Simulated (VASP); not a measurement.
A run of VASP 6.6.1:

INCAR

```
PREC = Accurate ; ENCUT = 520
EDIFF = 1E-7 ; ISMEAR = 0
SIGMA = 0.15 ; LREAL = False
LASPH = True ; NELM = 100
ALGO = Normal ; ISIF = 2
LWAVE = False ; LCHARG = False
GGA = PE ; NBANDS = 21
```

File KPOINTS:

```
regular mesh
0
Gamma
  14 14 14
```

File POSCAR:

```
Ge
1.0
    0.0000000000      2.8600475781      3.0388005518
    2.8600475781      0.0000000000      3.0388005518
    2.8600475781      2.8600475781      0.0000000000
Ge
2
Direct
    0.5000000000      0.5000000000      0.5000000000
    0.7500000000      0.7500000000      0.7500000000
```

Potentials or basis: VASP PAW PBE potentials, release 64 (Ge_d).

Launch:

```console
$ cat potpaw_PBE.64/Ge_d/POTCAR > POTCAR
$ mpirun -np 1 vasp_std > vasp.out
```

Hardware: 1 thread of Intel Xeon 6975P-C, with other jobs on the host.

**Question.** Estimate the wall time of this run.

**Answer.** Run time: 2.2 min on 1 thread of Intel Xeon 6975P-C, on a shared host, peak memory 0.32 GiB. Counts: scf iterations 12, k points 244.
